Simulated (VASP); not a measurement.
Crystal: InP.

```
In P
1.0
     0.00000    2.62482    2.62482
     2.62482    0.00000    2.62482
     2.62482    2.62482    0.00000
In P
1 1
Direct
  0.00000 0.00000 0.00000
  0.50000 0.50000 0.50000
```

* Program: VASP 6.6.1
* Task: relaxation of cell and atoms
* Functional: PBE
* Potentials or basis: VASP PAW PBE potentials, release 64 (In_d, P)
* Cutoff: 600 eV
* k mesh: 8 × 8 × 8
* Occupations: fermi-dirac, width 0.02 eV
* Spin: no spin polarisation

At the start: pressure 17.3 GPa; volume 18.08 Å³/atom.

Task: How do energy, volume and symmetry change on relaxing?

Result: Over 3 steps the energy falls by 143.9 meV/atom and the volume is 21.20 Å³/atom (+17.2 %); space group Fm-3m (No. 225, to 0.05 Å).

Step by step:
```csv
step,energy change (eV),largest force (eV/Å),pressure (GPa),volume (Å³)
1,0.0000,0.0000,17.26,36.17
2,-0.1812,0.0000,-5.95,47.35
3,-0.2878,0.0000,0.02,42.40
```

Final structure:
```
In P
1.0
     0.00000    2.76757    2.76757
     2.76757    0.00000    2.76757
     2.76757    2.76757    0.00000
In P
1 1
Direct
  0.00000 0.00000 0.00000
  0.50000 0.50000 0.50000
```

Caveat: the volume moved by over 15 % at a fixed basis, so the end points are rough.
